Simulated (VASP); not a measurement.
NaI:

```xyz
2
Lattice="0.0000 3.5432 3.5432 3.5432 0.0000 3.5432 3.5432 3.5432 0.0000" Properties=species:S:1:pos:R:3 pbc="T T T"
Na    0.0000    0.0000    0.0000
I     1.7716    1.7716    1.7716
```

Base run:

```yaml
Program: VASP 6.6.1
Functional: HSE06
Potentials_or_basis: VASP PAW PBE potentials, release 64 (Na_pv, I)
Cutoff: 520 eV
k_mesh: 4 × 4 × 4
Occupations: gaussian, width 0.01 eV
Spin: no spin polarisation
```

Its results: band gap on the k mesh 4.80 eV, direct; pressure 0.2 GPa.

Question: After a change of settings the same cell gave: band gap on the k mesh 3.82 eV, direct; pressure 0.4 GPa. Which change was it?
A. functional from HSE06 to r2SCAN; further incar settings from ALGO = Normal; EDIFF = 1e-06; NBANDS = 14 to ALGO = Normal; EDIFF = 1e-07; NBANDS = 14
B. functional from HSE06 to LDA; potentials or basis from VASP PAW PBE potentials, release 64 (Na_pv, I) to VASP PAW LDA potentials, release 64 (Na_pv, I)
C. functional from HSE06 to PBE

Answer: C.

HSE06 gives the wider gap, since exact exchange removes part of the self-interaction.

Caveats: spin-orbit coupling is left out, which moves the levels of the heavy elements; the PAW data sets were made with another functional, which shifts forces and pressure a little (some runs).
